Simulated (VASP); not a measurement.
Set up this calculation in VASP 6.6.1, as the native input.

| Quantity | Value |
| --- | --- |
| Task | relaxation of cell and atoms |
| Functional | PBE |
| Potentials or basis | VASP PAW PBE potentials, release 64 (Na_pv, F) |
| Cutoff | 600 eV |
| k mesh | 8 × 8 × 8 |
| Occupations | gaussian, width 0.02 eV |
| Spin | no spin polarisation |
| Dipole correction | no |
| Further INCAR settings | ALGO = Normal; EDIFF = 1e-06; IBRION = 2; EDIFFG = -0.01; NSW = 100; ISIF = 3 |

The structure of NaF lies in POSCAR:

```
NaF
1.0
    0.0000000000      2.3497917110      2.3497917110
    2.3497917110      0.0000000000      2.3497917110
    2.3497917110      2.3497917110      0.0000000000
Na F
1 1
Direct
    0.0000000000      0.0000000000      0.0000000000
    0.5000000000      0.5000000000      0.5000000000
```

The input as run:

INCAR

```
PREC     = Accurate       # precision mode
ENCUT    = 600            # plane-wave cutoff, eV
EDIFF    = 1E-6           # SCF threshold, eV
ISMEAR   = 0              # smearing method
SIGMA    = 0.02           # smearing width, eV
LREAL    = F              # projectors in reciprocal space
LASPH    = T              # aspherical terms in the spheres
NELM     = 60             # most SCF steps
ALGO     = Normal         # electronic algorithm
ISIF     = 3              # what is computed and relaxed
LWAVE    = F              # write WAVECAR
LCHARG   = F              # write CHGCAR
GGA      = PE             # functional
IBRION   = 2              # ionic algorithm
NSW      = 100            # ionic steps
EDIFFG   = -0.01          # ionic threshold
```

KPOINTS

```
Automatic mesh
0
Gamma
  8 8 8
```

Potentials or basis: VASP PAW PBE potentials, release 64 (Na_pv, F).

Run with:

```console
$ cat potpaw_PBE.64/Na_pv/POTCAR potpaw_PBE.64/F/POTCAR > POTCAR
$ mpirun -np 1 vasp_std > vasp.out
```

Results of the run:

| Property | Result |
| --- | --- |
| Relaxed volume | 12.94 Å³/atom |
| Relaxed cell | a = 3.321 Å, b = 3.321 Å, c = 3.321 Å, α = 60.00°, β = 60.00°, γ = 60.00° |
| Space group after relaxing (to 0.1 Å) | Fm-3m (No. 225) |
| Energy gained by relaxing | 0.0 meV/atom |
| Ionic steps | 2 |
| Pressure after relaxing | 0.0 GPa |
| Band gap on the k mesh | 6.09 eV |

Wall time 9.9 s on 1 thread of AMD EPYC 9R45 96-Core Processor (Zen 5) (shared host), peak memory 0.12 GiB.
